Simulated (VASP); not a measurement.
# WS2 (P1) in VASP: a series of runs, part 3 of 3

VASP 6.6.1. The steps go on from the part before.

## Step 7: Single point, r2SCAN

Contents of POSCAR:

```
WS2
1.0
    1.5985959938      0.9229498273      6.0871025276
   -1.5985959938      0.9229498273      6.0871025276
    0.0000000000     -1.8458996547      6.0871025276
W S
1 2
Direct
   -0.0026747221      0.0037046258     -0.0004710172
    0.2244179348      0.2426232851      0.2723141597
    0.7909196449      0.7361340704      0.7303858362
```

Contents of INCAR.step1:

```
PREC = Accurate ; ENCUT = 520
ISMEAR = -1 ; SIGMA = 0.069
LREAL = F ; LASPH = T
NELM = 60 ; NBANDS = 20
GGA = PE ; ALGO = Normal
EDIFF = 1E-4 ; LWAVE = T
LCHARG = F
```

Contents of INCAR.step2:

```
PREC = Accurate ; ENCUT = 520
EDIFF = 1E-6 ; ISMEAR = -1
SIGMA = 0.069 ; LREAL = F
LASPH = T ; NELM = 60
ALGO = Normal ; ISIF = 2
LWAVE = F ; LCHARG = F
METAGGA = R2SCAN ; LMIXTAU = T
NBANDS = 20 ; ISTART = 1
```

Contents of KPOINTS:

```
regular mesh
0
Gamma
  6 6 6
```

Potentials or basis: VASP PAW PBE potentials, release 64 (W_sv, S).

Launch:

```
$ cat potpaw_PBE.64/W_sv/POTCAR potpaw_PBE.64/S/POTCAR > POTCAR
$ cp INCAR.step1 INCAR
$ mpirun -np 1 vasp_std > vasp.out
$ cp INCAR.step2 INCAR
$ mpirun -np 1 vasp_std > vasp.out
```

OUTCAR:

```text
PREC = Accurate
   ENCUT = 520
   EDIFF = 1E-6
   ISMEAR = -1
   LREAL = F
   LASPH = T
   NELM = 60
   ISIF = 2
   METAGGA = R2SCAN
   ISTART = 1

 ion  position               nearest neighbor table
   1  0.997  0.004  1.000-   3 2.38   3 2.38   2 2.38   2 2.45   2 2.48   3 2.51
   2  0.224  0.243  0.272-   1 2.38   1 2.45   1 2.48
   3  0.791  0.736  0.730-   1 2.38   1 2.38   1 2.51

  LATTYP: Found a trigonal (rhomboedric) cell.
 ALAT       =     6.3608303480
 COS(alpha) =     0.8736777620

  Lattice vectors:

 A1 = (   1.5985959938,   0.9229498273,   6.0871025276)
 A2 = (  -1.5985959938,   0.9229498273,   6.0871025276)
 A3 = (   0.0000000000,  -1.8458996547,   6.0871025276)

Analysis of symmetry for initial positions (statically):
=====================================================================
 Subroutine PRICEL returns:
 Original cell was already a primitive cell.

 Routine SETGRP: Setting up the symmetry group for a
 trigonal (rhombohedral) supercell.

 Subroutine GETGRP returns: Found  1 space group operations
 (whereof  1 operations were pure point group operations)
 out of a pool of 12 trial point group operations.

The static configuration has the point symmetry C_1 .

Analysis of symmetry for dynamics (positions and initial velocities):
=====================================================================
 Subroutine PRICEL returns:
 Original cell was already a primitive cell.

 Routine SETGRP: Setting up the symmetry group for a
 trigonal (rhombohedral) supercell.

 Subroutine GETGRP returns: Found  1 space group operations
 (whereof  1 operations were pure point group operations)
 out of a pool of 12 trial point group operations.

[... 113 lines left out ...]
   NELECT =      26.0000    total number of electrons
   NUPDOWN=      -1.0000    fix difference up-down
   EMIN   =  10.00;   EMAX   =-10.00  energy-range for DOS
   EFERMI =   0.00;   METHOD = LEGACY
   ISMEAR =    -1;   SIGMA  =   0.07  broadening in eV -4-tet -1-fermi 0-gaus
   EFERMI_NEDOS =   21; number of points for ismear=-14 and -15
   IALGO  =     38    algorithm
   IMIX   =      4    mixing-type and parameters
     AMIX     =   0.40;   BMIX     =  1.00
     AMIX_MAG =   1.60;   BMIX_MAG =  1.00
  volume/ion in A,a.u.               =      17.96       121.21
  Fermi-wavevector in a.u.,A,eV,Ry     =   1.284024  2.426453 22.432156  1.648717
  Thomas-Fermi vector in A             =   2.416242
   LORBIT       =      0    0 simple, 1 ext, 2 COOP (PROOUT), +10 PAW based schemes
   METAGGA = R2SCAN    functional components
   LHFCALC =     F    Hartree Fock is set to
   AEXX    =    0.0000 exact exchange contribution
   IVDW    =     0    specifies the selected vdW correction
   LEPSILON=     F    determine dielectric tensor
   LRPA    =     F    only Hartree local field effects (RPA)
 non-spin polarized calculation
  energy-cutoff  :      520.00
  volume of cell :       53.89
 maximum number of plane-waves:      1468
   NGX = 23   NGY = 23   NGZ = 23

 number of electron      25.9999998 magnetization

 Free energy of the ion-electron system (eV)
  ---------------------------------------------------
  ext. energy  EPLUGINS =         0.00000000
  ---------------------------------------------------
  free energy    TOTEN  =       -69.08881191 eV

  energy without entropy =      -69.08111035  energy(sigma->0) =      -69.08496113

 E-fermi :   7.2588     XC(G=0): -11.6391

 val. band max:        7.2454919642   @ k =   0.3333   0.3333   0.3333
 cond. band min:       7.2971980804   @ k =   0.3333  -0.3333   0.5000
 fundamental gap:      0.0517061162
 Fermi energy:         7.2588295076

 k-point     1 :       0.0000    0.0000    0.0000
  band No.  band energies     occupation
      1     -69.4942      2.00000
      2     -33.0055      2.00000
      3     -32.9826      2.00000
      4     -32.9544      2.00000
      5      -8.9243      2.00000
      6      -6.9702      2.00000
[... 541 lines left out ...]
     19      15.1323      0.00000
     20      16.1681      0.00000

 [... further k-points ...]

------------------------ aborting loop because EDIFF is reached ----------------------------------------

  FORCE on cell =-STRESS in cart. coord.  units (eV):
  Direction    XX          YY          ZZ          XY          YZ          ZX
  --------------------------------------------------------------------------------------
  -------------------------------------------------------------------------------------
  Total       -0.3721193      1.0893703     -0.1314208     -0.6707487     -1.8066739     -1.4791357
  in kB      -11.0640484     32.3897368     -3.9074743    -19.9430586    -53.7169905    -43.9784501
  external PRESSURE =       5.8060714 kB  Pullay stress =       0.0000000 kB

 VOLUME and BASIS-vectors are now :
 -----------------------------------------------------------------------------
  energy-cutoff  :      520.00
  volume of cell :       53.89
      direct lattice vectors                 reciprocal lattice vectors
     1.598595994  0.922949827  6.087102528     0.312774461  0.180580419  0.054760591
    -1.598595994  0.922949827  6.087102528    -0.312774461  0.180580419  0.054760591
     0.000000000 -1.845899655  6.087102528     0.000000000 -0.361160838  0.054760591

 POSITION                                       TOTAL-FORCE (eV/Angst)
 -----------------------------------------------------------------------------------
      1.58840     -0.92113     12.17761         0.380098     -0.099946     -0.403116
     -0.02910     -0.07161      4.50053         0.302882      0.653276      0.479571
      0.08758      0.06117     13.74127        -0.682980     -0.553330     -0.076455
 -----------------------------------------------------------------------------------
    total drift:                               -0.000008      0.000002      0.000007

  FREE ENERGIE OF THE ION-ELECTRON SYSTEM (eV)
  ---------------------------------------------------
  free  energy   TOTEN  =       -69.0888119069 eV

  energy  without entropy=      -69.0811103507  energy(sigma->0) =      -69.08496113
```

It took 17 min on 1 thread of Intel Xeon Platinum 8259CL at 2.50GHz (Skylake/Cascade Lake), shared host; peak memory 0.41 GiB.

Results:

| Item | Value |
| --- | --- |
| Free energy | -69.0888 eV |
| Pressure | 0.6 GPa |
| Largest force | 0.882 eV/Å |
| Band gap on the k mesh | zero (bands 13 and 14 overlap by 1.07 eV) |

Forces on the atoms (eV/Å):
```
W    0.380 -0.100 -0.403
S    0.303  0.653  0.480
S   -0.683 -0.553 -0.076
```

Stress tensor (GPa, compression positive):
```
-1.11 -1.99 -4.40
-1.99  3.24 -5.37
-4.40 -5.37 -0.39
```

Caveat: the k points lie up to 0.38 Å⁻¹ apart, too coarse for converged energies and pressures of a metal; the PAW data sets were made with another functional, which shifts forces and pressure a little; spin-orbit coupling is left out, which moves the levels of the heavy elements.

## Step 8: Overview

| cell | smearing | gap on the mesh (eV) | pressure (GPa) | largest force (eV/Å) |
| --- | --- | --- | --- | --- |
| as given, atomic positions A | fermi-dirac 0.026 eV | none | 5.1 | 1.28 |
| as given, atomic positions B | fermi-dirac 0.026 eV | none | 2.9 | 0.59 |
| as given, atomic positions C | fermi-dirac 0.026 eV | none | -0.5 | 0.97 |
| as given, atomic positions D | fermi-dirac 0.069 eV | none | -1.3 | 1.87 |
| as given, atomic positions E | fermi-dirac 0.069 eV | none | 7.1 | 2.04 |
| as given, atomic positions F | fermi-dirac 0.069 eV | none | 0.6 | 0.88 |

Alike in all rows: task single point; level r2SCAN; potentials or basis VASP PAW PBE potentials, release 64 (W_sv, S); no spin polarisation; k mesh 6 × 6 × 6; cutoff (eV) 520.

Caveats: all runs use coarse meshes; the PAW data sets were made with another functional, which shifts forces and pressure a little; spin-orbit coupling is left out, which moves the levels of the heavy elements; the atoms stand as in a frame of molecular dynamics (at least some runs).

Absolute energies hang on the potentials; compare differences alone.

The gap in the log of VASP goes by the Fermi energy; the results here count the filled bands.